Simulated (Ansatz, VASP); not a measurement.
**Al2O3: VASP beside Ansatz**

The input INCAR:

```
SYSTEM = Al2O3
PREC = Accurate
ENCUT = 520
EDIFF = 1E-6
ISMEAR = 0
SIGMA = 0.01
LREAL = .False.
LASPH = .True.
NELM = 60
ALGO = Normal
ISIF = 2
LWAVE = .False.
LCHARG = .False.
GGA = PE
NBANDS = 20
```

The input KPOINTS:

```
regular mesh
0
Gamma
  12 12 4
  0 0 0
```

File POSCAR:

```
Al2O3
1.0
    2.8641420153      0.0000000000      0.0000000000
   -1.4320710077      2.4804197453      0.0000000000
    0.0000000000      0.0000000000      6.8332800470
Al O
2 3
Direct
    0.3333333333      0.6666666667      0.1993408405
    0.6666666667      0.3333333333      0.8006591595
    0.0000000000      0.0000000000      0.0000000000
    0.3333333333      0.6666666667      0.7032066442
    0.6666666667      0.3333333333      0.2967933558
```

Input for Ansatz:

```yaml
crystal:
  lattice:
    - [2.8641420153, 0.0, 0.0]
    - [-1.4320710077, 2.4804197453, 0.0]
    - [0.0, 0.0, 6.833280047]
  atoms:
    - { symbol: Al, position: [0.3333333333, 0.6666666667, 0.1993408405] }
    - { symbol: Al, position: [0.6666666667, 0.3333333333, 0.8006591595] }
    - { symbol: O, position: [0.0, 0.0, 0.0] }
    - { symbol: O, position: [0.3333333333, 0.6666666667, 0.7032066442] }
    - { symbol: O, position: [0.6666666667, 0.3333333333, 0.2967933558] }
kpoints:
  mp_grid: { grid: [12, 12, 4] }
  band_path:
    path:
      - [0.0, 0.0, 0.0]
      - [0.5, 0.0, 0.0]
      - [0.3333333333, 0.3333333333, 0.0]
      - [0.0, 0.0, 0.5]
      - [0.5, 0.0, 0.5]
      - [0.3333333333, 0.3333333333, 0.5]
      - [-0.072917, 0.135417, 0.005208]
    npoints: 1
hamiltonian:
  xc: pbe
scf:
  occupations: { method: fixed }
  n_extra_bands: 5
output:
  forces: true
  stress: true
  eigenvalues: true
```

Alike in both runs: task single point; functional PBE; k mesh 12 × 12 × 4; no spin polarisation.

|  | VASP | Ansatz |
| --- | --- | --- |
| version | VASP 6.6.1 | Ansatz 0.2.0 |
| potentials or method | VASP PAW PBE potentials, release 64 (Al, O) | plane waves, PAW |
| plane-wave cutoff (eV) | 520 | 420 |
| occupations | gaussian, width 0.01 eV | fixed |
| valence electrons in the cell | 24 | 24 |

```tsv
	VASP	Ansatz	Ansatz less VASP
gap on the k mesh at the Fermi level (eV)	4.79	4.81	+0.022
pressure (GPa)	6.6	6.5	-0.06
traceless stress, the component that is largest in VASP (GPa)	-1.40	-1.11	+0.284
rms of the force components (eV/Å)	0.139	0.154	+0.0151
```

Atom by atom the forces differ by 0.018 eV/Å (rms over components).
